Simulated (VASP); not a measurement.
A run of VASP 6.6.1:

File POSCAR:

```
Pb
1.0
    0.0000000000      2.4750200000      2.4750200000
    2.4750200000      0.0000000000      2.4750200000
    2.4750200000      2.4750200000      0.0000000000
Pb
1
Direct
    0.0000000000      0.0000000000      0.0000000000
```

INCAR.step1

```
SYSTEM = Pb
PREC = Accurate ; ENCUT = 520
EDIFF = 1E-5 ; ISMEAR = -1
SIGMA = 0.05 ; LREAL = .False.
LASPH = .True. ; NELM = 100
ALGO = Normal ; ISIF = 2
LWAVE = .True. ; LCHARG = .False.
GGA = PE ; NBANDS = 13
```

INCAR.step2

```
SYSTEM = Pb
PREC = Accurate ; ENCUT = 520
EDIFF = 1E-7 ; ISMEAR = -1
SIGMA = 0.05 ; LREAL = .False.
LASPH = .True. ; NELM = 100
ALGO = Normal ; ISIF = 2
LWAVE = .False. ; LCHARG = .False.
GGA = PE ; LHFCALC = .True.
HFSCREEN = 0.2079 ; PRECFOCK = Normal
ISTART = 1 ; NBANDS = 13
```

KPOINTS

```
regular mesh
0
Gamma
  6 6 6
  0 0 0
```

Potentials or basis: VASP PAW PBE potentials, release 64 (Pb_d).

Command:

```bash
$ cat potpaw_PBE.64/Pb_d/POTCAR > POTCAR
$ cp INCAR.step1 INCAR
$ mpirun -np 1 vasp_std > vasp.out
$ cp INCAR.step2 INCAR
$ mpirun -np 1 vasp_std > vasp.out
```

Hardware: 1 thread of Intel(R) Xeon(R) Platinum 8259CL CPU @ 2.50GHz (Skylake/Cascade Lake) (shared host).

Q: Estimate the wall time of this run.

A: Wall time 26 min on 1 thread of Intel(R) Xeon(R) Platinum 8259CL CPU @ 2.50GHz (Skylake/Cascade Lake), on a shared host, peak memory 0.26 GiB. Counts: k points 16.
